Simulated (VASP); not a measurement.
A run of VASP 6.6.1 is set up as follows.

File POSCAR:

```
ZnFe
1.0
    2.3594144318      0.0000000000      0.0000000000
    0.0000000000      2.3594144318      0.0000000000
    0.0000000000      0.0000000000      3.5927302488
Zn Fe
1 1
Direct
    0.5000000000      0.5000000000      0.5000000000
    0.0000000000      0.0000000000      0.0000000000
```

INCAR.step1

```
SYSTEM = ZnFe
PREC = Accurate
ENCUT = 520
ISMEAR = -1
SIGMA = 0.08
LREAL = .FALSE.
LASPH = .TRUE.
NELM = 150
ISPIN = 2
MAGMOM = 0 3
LMAXMIX = 4
NBANDS = 21
GGA = PE
ALGO = Normal
EDIFF = 1E-4
LWAVE = .TRUE.
LCHARG = .FALSE.
```

INCAR.step2

```
SYSTEM = ZnFe
PREC = Accurate
ENCUT = 520
EDIFF = 1E-6
ISMEAR = -1
SIGMA = 0.08
LREAL = .FALSE.
LASPH = .TRUE.
NELM = 150
ALGO = Normal
ISIF = 2
LWAVE = .FALSE.
LCHARG = .FALSE.
ISPIN = 2
MAGMOM = 0 3
LORBIT = 11
LMAXMIX = 4
METAGGA = R2SCAN
LMIXTAU = .TRUE.
NBANDS = 21
ISTART = 1
```

Contents of KPOINTS:

```
regular mesh
0
G
  11 11 8
  0 0 0
```

Potentials or basis: VASP PAW PBE potentials, release 64 (Zn, Fe).

The run is started by

```console
$ cat potpaw_PBE.64/Zn/POTCAR potpaw_PBE.64/Fe/POTCAR > POTCAR
$ cp INCAR.step1 INCAR
$ mpirun -np 1 vasp_std > vasp.out
$ cp INCAR.step2 INCAR
$ mpirun -np 1 vasp_std > vasp.out
```

(1) Estimate the net moment.

(2) Estimate the site moments.

Results:

(1) 2.22 μB per cell.

(2) Zn -0.09; Fe +2.33 μB.
